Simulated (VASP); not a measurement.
Wanted: the native input for a VASP 6.6.1 run.

- Task: single point
- Functional: r2SCAN
- Dispersion: D3(BJ)
- Potentials or basis: VASP PAW PBE potentials, release 64 (Zn, Se)
- Cutoff: 520 eV
- k mesh: 8 × 8 × 8
- Occupations: gaussian, width 0.05 eV
- Spin: no spin polarisation
- Dipole correction: no
- Further INCAR settings: ALGO = Normal; EDIFF = 1e-06; NBANDS = 16

The system is ZnSe.

```
Zn Se
1.0
     0.00000    2.78327    2.78327
     2.78327    0.00000    2.78327
     2.78327    2.78327    0.00000
Zn Se
1 1
Direct
  0.00000 0.00000 0.00000
  0.75000 0.75000 0.75000
```

This cell differs from its parent crystal: volume scaled by 0.96.

These files were run (other wordings do the same):

POSCAR

```
ZnSe
1.0
    0.0000000000      2.7832748805      2.7832748805
    2.7832748805      0.0000000000      2.7832748805
    2.7832748805      2.7832748805      0.0000000000
Zn Se
1 1
Direct
    0.0000000000      0.0000000000      0.0000000000
    0.7500000000      0.7500000000      0.7500000000
```

INCAR.step1

```
ALGO = Normal
EDIFF = 1E-4
ENCUT = 520
GGA = PE
ISMEAR = 0
LASPH = True
LCHARG = False
LREAL = False
LWAVE = True
NBANDS = 16
NELM = 100
PREC = Accurate
SIGMA = 0.05
```

INCAR.step2

```
ALGO = Normal
EDIFF = 1E-6
ENCUT = 520
ISIF = 2
ISMEAR = 0
ISTART = 1
IVDW = 12
LASPH = True
LCHARG = False
LMIXTAU = True
LREAL = False
LWAVE = False
METAGGA = R2SCAN
NBANDS = 16
NELM = 100
PREC = Accurate
SIGMA = 0.05
VDW_A1 = 0.49484001
VDW_A2 = 5.73083694
VDW_S6 = 1.0
VDW_S8 = 0.78981345
```

KPOINTS

```
k-points
0
Gamma
  8 8 8
```

Potentials or basis: VASP PAW PBE potentials, release 64 (Zn, Se).

Run with:

```console
$ cat potpaw_PBE.64/Zn/POTCAR potpaw_PBE.64/Se/POTCAR > POTCAR
$ cp INCAR.step1 INCAR
$ mpirun -np 1 vasp_std > vasp.out
$ cp INCAR.step2 INCAR
$ mpirun -np 1 vasp_std > vasp.out
```

Results of the run:

The pressure is 2.8 GPa. The band gap on the k mesh is 2.11 eV, direct and the dispersion energy per atom is -0.161 eV.

Caveat: three body term missing; the PAW data sets were made with another functional, which shifts forces and pressure a little.

Wall time 77 s on 1 thread of Intel(R) Xeon(R) Platinum 8488C (Sapphire Rapids) (shared host), peak memory 0.19 GiB.
